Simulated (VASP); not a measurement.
AlGa3N4: single point with LDA

AlGa3N4:

```
Al Ga N
1.0
     4.42675   -0.10336   -0.10336
    -0.10336    4.42675   -0.10336
    -0.10336   -0.10336    4.42675
Al Ga N
1 3 4
Direct
  0.00000 0.00000 0.00000
  0.50000 0.50000 0.00000
  0.50000 0.00000 0.50000
  0.00000 0.50000 0.50000
  0.75481 0.75481 0.24519
  0.75481 0.24519 0.75481
  0.24519 0.75481 0.75481
  0.24519 0.24519 0.24519
```

```yaml
Program: VASP 6.6.1
Task: single point
Functional: LDA
Potentials_or_basis: VASP PAW LDA potentials, release 64 (Al, Ga_d, N)
Cutoff: 520 eV
k_mesh: 6 × 6 × 6
Occupations: gaussian, width 0.05 eV
Spin: no spin polarisation
Dipole_correction: no
Further_INCAR_settings: ALGO = Normal; EDIFF = 1e-06; NBANDS = 41
```

| Item | Value |
| --- | --- |
| Pressure | 2.9 GPa |
| Largest force | 1.099 eV/Å |
| Band gap on the k mesh | 2.31 eV |

Forces in eV/Å, atoms in the order of the input:
```
Al  -0.605 -0.605 -0.605
Ga  -0.632 -0.632 -0.578
Ga  -0.632 -0.578 -0.632
Ga  -0.578 -0.632 -0.632
N    0.637  0.637  0.539
N    0.637  0.539  0.637
N    0.539  0.637  0.637
N    0.635  0.635  0.635
```

Stress tensor (GPa, compression positive):
```
 2.90 10.95 10.95
10.95  2.90 10.95
10.95 10.95  2.90
```

Levels at points of the mesh, in eV from the valence-band top:
```tsv
k point	band 29	band 30	band 31	band 32	band 33	band 34
(0.00, 0.00, 0.00)	-0.25	-0.25	0.00	2.31	3.12	3.15
(0.50, 0.00, 0.00)	-1.63	-1.48	-1.17	4.73	4.81	5.94
(0.50, 0.50, 0.00)	-1.22	-1.00	-0.75	6.43	6.53	6.85
(0.50, 0.50, 0.50)	-0.77	-0.75	-0.75	4.50	5.11	5.11
```

Run time: 59 s on 1 thread of Intel(R) Xeon(R) 6975P-C (Granite Rapids), on a shared host, peak memory 0.22 GiB.

Caveat: forces of over 1 eV/Å act on the atoms, so gaps and moduli don't describe the material at rest.
